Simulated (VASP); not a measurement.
# ZnSe (F-43m) in VASP: a series of runs

ZnSe is run at these levels: PBE; tasks: single point.

Everything below comes from runs of VASP 6.6.1. Logs are shortened: lines on timing, memory, paths and dates and some standing lists are left out, and cuts for length are marked.

### Step 1. The cell of the first run

The structure is cubic, space group F-43m (No. 216). Conventional cell: a = 5.133 Å, b = 5.133 Å, c = 5.133 Å, α = 90.00°, β = 90.00°, γ = 90.00°. Within 2.9 Å of Zn (site symmetry -43m) lie 4 Se at 2.22 Å. Within 2.9 Å of Se (site symmetry -43m) lie 4 Zn at 2.22 Å.

### Step 2. Single point, PBE

File INCAR:

```
SYSTEM = ZnSe
PREC = Accurate
ENCUT = 500
EDIFF = 1E-6
ISMEAR = 0
SIGMA = 0.01
LREAL = .FALSE.
LASPH = .TRUE.
NELM = 120
ALGO = Normal
ISIF = 2
LWAVE = .FALSE.
LCHARG = .FALSE.
GGA = PE
NBANDS = 16
GGA_COMPAT = .FALSE.
```

File KPOINTS:

```
regular mesh
0
G
  6 6 6
  0 0 0
```

File POSCAR:

```
ZnSe
1.0
    0.0000000000      2.5662729026      2.5662729026
    2.5662729026      0.0000000000      2.5662729026
    2.5662729026      2.5662729026      0.0000000000
Zn Se
1 1
Direct
    0.0000000000      0.0000000000      0.0000000000
    0.7500000000      0.7500000000      0.7500000000
```

Potentials or basis: VASP PAW PBE potentials, release 64 (Zn, Se).

Started as:

```sh
> cat potpaw_PBE.64/Zn/POTCAR potpaw_PBE.64/Se/POTCAR > POTCAR
> mpirun -np 1 vasp_std > vasp.out
```

OUTCAR:

```text
SYSTEM = ZnSe
   PREC = Accurate
   ENCUT = 500
   EDIFF = 1E-6
   ISMEAR = 0
   LREAL = .FALSE.
   LASPH = .TRUE.
   NELM = 120
   ISIF = 2
   GGA = PE

 ion  position               nearest neighbor table
   1  0.000  0.000  0.000-   2 2.22   2 2.22   2 2.22   2 2.22
   2  0.750  0.750  0.750-   1 2.22   1 2.22   1 2.22   1 2.22

  LATTYP: Found a face centered cubic cell.
 ALAT       =     5.1325458052

  Lattice vectors:

 A1 = (   0.0000000000,   2.5662729026,   2.5662729026)
 A2 = (   2.5662729026,   0.0000000000,   2.5662729026)
 A3 = (   2.5662729026,   2.5662729026,   0.0000000000)

Analysis of symmetry for initial positions (statically):
=====================================================================
 Subroutine PRICEL returns:
 Original cell was already a primitive cell.

 Routine SETGRP: Setting up the symmetry group for a
 face centered cubic supercell.

 Subroutine GETGRP returns: Found 24 space group operations
 (whereof 24 operations were pure point group operations)
 out of a pool of 48 trial point group operations.

The static configuration has the point symmetry T_d .

Analysis of symmetry for dynamics (positions and initial velocities):
=====================================================================
 Subroutine PRICEL returns:
 Original cell was already a primitive cell.

 Routine SETGRP: Setting up the symmetry group for a
 face centered cubic supercell.

 Subroutine GETGRP returns: Found 24 space group operations
 (whereof 24 operations were pure point group operations)
 out of a pool of 48 trial point group operations.

The dynamic configuration has the point symmetry T_d .

 Subroutine INISYM returns: Found 24 space group operations
 (whereof 24 operations are pure point group operations),
 and found     1 'primitive' translations

----------------------------------------------------------------------------------------

                                     Primitive cell

  volume of cell :      33.8017

  direct lattice vectors                    reciprocal lattice vectors
     0.000000000  2.566272903  2.566272903    -0.194835085  0.194835085  0.194835085
     2.566272903  0.000000000  2.566272903     0.194835085 -0.194835085  0.194835085
     2.566272903  2.566272903  0.000000000     0.194835085  0.194835085 -0.194835085

  length of vectors
[... 71 lines left out ...]
   ENCUT  =  500.0 eV  36.75 Ry    6.06 a.u.   6.62  6.62  6.62*2*pi/ulx,y,z
   NELM   =    120;   NELMIN=  2; NELMDL= -5     # of ELM steps
   EDIFF  = 0.1E-05   stopping-criterion for ELM
   LREAL  =      F    real-space projection
   EDIFFG = 0.1E-04   stopping-criterion for IOM
   NSW    =      0    number of steps for IOM
   IBRION =     -1    ionic relax: 0-MD 1-quasi-New 2-CG
   NFREE  =      0    steps in history (QN), initial steepest desc. (CG)
   ISIF   =      2    stress and relaxation
   ISYM   =      2    0-nonsym 1-usesym 2-fastsym
   POTIM  = 0.5000    time-step for ionic-motion
   TEBEG  =    0.0;   TEEND  =   0.0 temperature during run
   PSTRESS=    0.0 pullay stress
   NELECT =      18.0000    total number of electrons
   NUPDOWN=      -1.0000    fix difference up-down
   EMIN   =  10.00;   EMAX   =-10.00  energy-range for DOS
   EFERMI =   0.00;   METHOD = LEGACY
   ISMEAR =     0;   SIGMA  =   0.01  broadening in eV -4-tet -1-fermi 0-gaus
   EFERMI_NEDOS =   21; number of points for ismear=-14 and -15
   IALGO  =     38    algorithm
   IMIX   =      4    mixing-type and parameters
     AMIX     =   0.40;   BMIX     =  1.00
     AMIX_MAG =   1.60;   BMIX_MAG =  1.00
  volume/ion in A,a.u.               =      16.90       114.05
  Fermi-wavevector in a.u.,A,eV,Ry     =   1.326945  2.507562 23.956897  1.760782
  Thomas-Fermi vector in A             =   2.456294
   LORBIT       =      0    0 simple, 1 ext, 2 COOP (PROOUT), +10 PAW based schemes
   GGA     = PE    functional components
   LHFCALC =     F    Hartree Fock is set to
   AEXX    =    0.0000 exact exchange contribution
   IVDW    =     0    specifies the selected vdW correction
   LEPSILON=     F    determine dielectric tensor
   LRPA    =     F    only Hartree local field effects (RPA)
 non-spin polarized calculation
 Gauss-broadening in eV      SIGMA  =   0.01
  energy-cutoff  :      500.00
  volume of cell :       33.80
 maximum number of plane-waves:       881
 NGX is ok and might be reduce to    28
   NGX = 13   NGY = 13   NGZ = 13

 number of electron      17.9999996 magnetization

 Free energy of the ion-electron system (eV)
  ---------------------------------------------------
  ext. energy  EPLUGINS =         0.00000000
  ---------------------------------------------------
  free energy    TOTEN  =        -4.77008536 eV

  energy without entropy =       -4.77008536  energy(sigma->0) =       -4.77008536

 E-fermi :   4.7504     XC(G=0): -10.7500

 val. band max:        4.6878211735   @ k =   0.0000   0.0000   0.0000
 cond. band min:       6.8141222344   @ k =   0.5000   0.5000   0.0000
 fundamental gap:      2.1263010609
 Fermi energy:         4.7504322750

 k-point     1 :       0.0000    0.0000    0.0000
  band No.  band energies     occupation
      1     -10.9947      2.00000
      2      -3.4546      2.00000
      3      -3.4546      2.00000
      4      -3.4546      2.00000
      5      -2.7602      2.00000
      6      -2.7602      2.00000
[... 281 lines left out ...]
      3      -3.0382      2.00000
      4      -2.9537      2.00000
      5      -2.7433      2.00000
      6      -2.2254      2.00000
[... 8 lines left out ...]
     15      20.0838      0.00000
     16      20.6664      0.00000

------------------------ aborting loop because EDIFF is reached ----------------------------------------

  FORCE on cell =-STRESS in cart. coord.  units (eV):
  Direction    XX          YY          ZZ          XY          YZ          ZX
  --------------------------------------------------------------------------------------
  -------------------------------------------------------------------------------------
  Total        8.5912405      8.5912405      8.5912405     -0.0000000      0.0000000     -0.0000000
  in kB      407.2189229    407.2189229    407.2189229     -0.0000000      0.0000000     -0.0000000
  external PRESSURE =     407.2189229 kB  Pullay stress =       0.0000000 kB

 VOLUME and BASIS-vectors are now :
 -----------------------------------------------------------------------------
  energy-cutoff  :      500.00
  volume of cell :       33.80
      direct lattice vectors                 reciprocal lattice vectors
     0.000000000  2.566272903  2.566272903    -0.194835085  0.194835085  0.194835085
     2.566272903  0.000000000  2.566272903     0.194835085 -0.194835085  0.194835085
     2.566272903  2.566272903  0.000000000     0.194835085  0.194835085 -0.194835085

 POSITION                                       TOTAL-FORCE (eV/Angst)
 -----------------------------------------------------------------------------------
      0.00000      0.00000      0.00000        -0.000000     -0.000000     -0.000000
      3.84941      3.84941      3.84941         0.000000      0.000000      0.000000
 -----------------------------------------------------------------------------------
    total drift:                               -0.000001     -0.000001     -0.000001

  FREE ENERGIE OF THE ION-ELECTRON SYSTEM (eV)
  ---------------------------------------------------
  free  energy   TOTEN  =        -4.7700853596 eV

  energy  without entropy=       -4.7700853596  energy(sigma->0) =       -4.77008536
```

stdout:

```text
POSCAR found type information on POSCAR ZnSe
 POSCAR found :  2 types and       2 ions
 scaLAPACK will be used
 LDA part: xc-table for (Slater+PW92), standard interpolation
 POSCAR, INCAR and KPOINTS ok, starting setup
 FFT: planning ... GRIDC
 FFT: planning ... GRID_SOFT
 FFT: planning ... GRID
 WAVECAR not read
 entering main loop
```

Run time: 25 s. Hardware: 1 thread of Intel Xeon 8259CL, shared host; peak memory 0.16 GiB.

What came out:

| Quantity | Value |
| --- | --- |
| Free energy | -4.7701 eV |
| Pressure | 40.7 GPa |
| Band gap on the k mesh | 2.13 eV (least direct gap 2.62 eV) |

Caveat: the cell stands under pressure.

### Step 3. Single point, PBE

This run uses another cell than the first one, of 17.80 Å³/atom.

File INCAR:

```
ALGO = Normal
EDIFF = 1E-6
ENCUT = 500
GGA = PE
GGA_COMPAT = False
ISIF = 2
ISMEAR = 0
LASPH = True
LCHARG = False
LREAL = False
LWAVE = False
NBANDS = 16
NELM = 120
PREC = Accurate
SIGMA = 0.01
```

File KPOINTS:

```
k-points
0
Gamma
  6 6 6
```

File POSCAR:

```
ZnSe
1.0
    0.0000000000      2.6111457570      2.6111457570
    2.6111457570      0.0000000000      2.6111457570
    2.6111457570      2.6111457570      0.0000000000
Zn Se
1 1
Direct
    0.0000000000      0.0000000000      0.0000000000
    0.7500000000      0.7500000000      0.7500000000
```

Potentials or basis: VASP PAW PBE potentials, release 64 (Zn, Se).

Started as:

```sh
> cat potpaw_PBE.64/Zn/POTCAR potpaw_PBE.64/Se/POTCAR > POTCAR
> mpirun -np 1 vasp_std > vasp.out
```

Run time: 23 s. Hardware: 1 thread of Intel Xeon 8259CL, shared host; peak memory 0.15 GiB.

Results (log left out):

| Property | Result |
| --- | --- |
| Free energy | -5.1691 eV |
| Pressure | 30.6 GPa |
| Band gap on the k mesh | 2.30 eV (least direct gap 2.37 eV) |

Levels at points of the mesh, in eV from the valence-band top:
| k point | band 7 | band 8 | band 9 | band 10 | band 11 | band 12 |
| --- | --- | --- | --- | --- | --- | --- |
| (0.00, 0.00, 0.00) | 0.00 | 0.00 | 0.00 | 2.37 | 5.60 | 5.60 |
| (0.50, 0.00, 0.00) | -6.85 | -1.30 | -1.30 | 2.94 | 6.20 | 6.20 |
| (0.50, 0.50, 0.00) | -5.92 | -3.23 | -3.23 | 2.30 | 3.22 | 12.83 |

Caveat: the cell stands under pressure. A k mesh can miss the band edges.

### Step 4. Single point, PBE

This run uses another cell than the first one, of 18.99 Å³/atom.

File INCAR:

```
SYSTEM = ZnSe
PREC = Accurate
ENCUT = 500
EDIFF = 1E-6
ISMEAR = 0
SIGMA = 0.01
LREAL = .FALSE.
LASPH = .TRUE.
NELM = 120
ALGO = Normal
ISIF = 2
LWAVE = .FALSE.
LCHARG = .TRUE.
GGA = PE
LELF = .TRUE.
LVHAR = .TRUE.
NBANDS = 16
GGA_COMPAT = .FALSE.
```

File KPOINTS:

```
regular mesh
0
G
  6 6 6
  0 0 0
```

File POSCAR:

```
ZnSe
1.0
    0.0000000000      2.6677547240      2.6677547240
    2.6677547240      0.0000000000      2.6677547240
    2.6677547240      2.6677547240      0.0000000000
Zn Se
1 1
Direct
    0.0000000000      0.0000000000      0.0000000000
    0.7500000000      0.7500000000      0.7500000000
```

Started as:

```sh
> cat potpaw_PBE.64/Zn/POTCAR potpaw_PBE.64/Se/POTCAR > POTCAR
> mpirun -np 1 vasp_std > vasp.out
```

Run time: 24 s. Hardware: 1 thread of Intel Xeon 8259CL, shared host; peak memory 0.15 GiB.

Results (log left out):

| Item | Value |
| --- | --- |
| Free energy | -5.5420 eV |
| Pressure | 20.4 GPa |
| Band gap on the k mesh | 2.07 eV |

Levels at points of the mesh, in eV from the valence-band top:
| k point | band 6 | band 7 | band 8 | band 9 | band 10 | band 11 | band 12 | band 13 |
| --- | --- | --- | --- | --- | --- | --- | --- | --- |
| (0.00, 0.00, 0.00) | -6.84 | 0.00 | 0.00 | 0.00 | 2.07 | 5.68 | 5.68 | 5.68 |
| (0.50, 0.00, 0.00) | -6.64 | -6.50 | -1.17 | -1.17 | 2.84 | 6.27 | 6.27 | 8.91 |
| (0.50, 0.50, 0.00) | -6.59 | -5.59 | -2.92 | -2.92 | 2.50 | 3.33 | 12.23 | 12.53 |

Caveat: the cell stands under pressure.

### Step 5. Single point, PBE

This run uses another cell than the first one, of 20.67 Å³/atom.

File INCAR:

```
  ALGO = Normal
  EDIFF = 1E-6
  ENCUT = 500
  GGA = PE
  GGA_COMPAT = False
  ISIF = 2
  ISMEAR = 0
  LASPH = True
  LCHARG = False
  LREAL = False
  LWAVE = False
  NBANDS = 16
  NELM = 120
  PREC = Accurate
  SIGMA = 0.01
```

File KPOINTS:

```
k-points
0
Gamma
  6 6 6
```

File POSCAR:

```
ZnSe
1.0
    0.0000000000      2.7444004255      2.7444004255
    2.7444004255      0.0000000000      2.7444004255
    2.7444004255      2.7444004255      0.0000000000
Zn Se
1 1
Direct
    0.0000000000      0.0000000000      0.0000000000
    0.7500000000      0.7500000000      0.7500000000
```

Started as:

```sh
> cat potpaw_PBE.64/Zn/POTCAR potpaw_PBE.64/Se/POTCAR > POTCAR
> mpirun -np 1 vasp_std > vasp.out
```

Run time: 20 s. Hardware: 1 thread of Intel Xeon 8259CL, shared host; peak memory 0.15 GiB.

The run converged. Its results:

```
Free energy            : -5.8580 eV
Pressure               : 10.3 GPa
Band gap on the k mesh : 1.69 eV
```

Levels at points of the mesh, in eV from the valence-band top:
| k point | band 6 | band 7 | band 8 | band 9 | band 10 | band 11 | band 12 | band 13 |
| --- | --- | --- | --- | --- | --- | --- | --- | --- |
| (0.00, 0.00, 0.00) | -6.49 | 0.00 | 0.00 | 0.00 | 1.69 | 5.75 | 5.75 | 5.75 |
| (0.50, 0.00, 0.00) | -6.29 | -5.89 | -1.02 | -1.02 | 2.71 | 6.34 | 6.34 | 8.80 |
| (0.50, 0.50, 0.00) | -6.27 | -5.19 | -2.56 | -2.56 | 2.74 | 3.42 | 11.49 | 11.92 |

Caveat: the cell stands under pressure. PBE gaps usually lie below the measured ones, often by a third to a half.

### Step 6. Overview

| cell | gap on the mesh (eV) | pressure (GPa) |
| --- | --- | --- |
| a = 3.629 Å, angles 60.0°, 2 atoms | 2.13 | 40.7 |
| a = 3.693 Å, angles 60.0°, 2 atoms | 2.30 | 30.6 |
| a = 3.773 Å, angles 60.0°, 2 atoms | 2.07 | 20.4 |
| a = 3.881 Å, angles 60.0°, 2 atoms | 1.69 | 10.3 |

Alike in all rows: task single point; level PBE; potentials or basis VASP PAW PBE potentials, release 64 (Zn, Se); no spin polarisation; k mesh 6 × 6 × 6; cutoff (eV) 500; smearing gaussian 0.01 eV.

Caveats: the cell stands under pressure.

Total energies depend on the potentials used, so only differences within one code and one set of settings carry meaning.
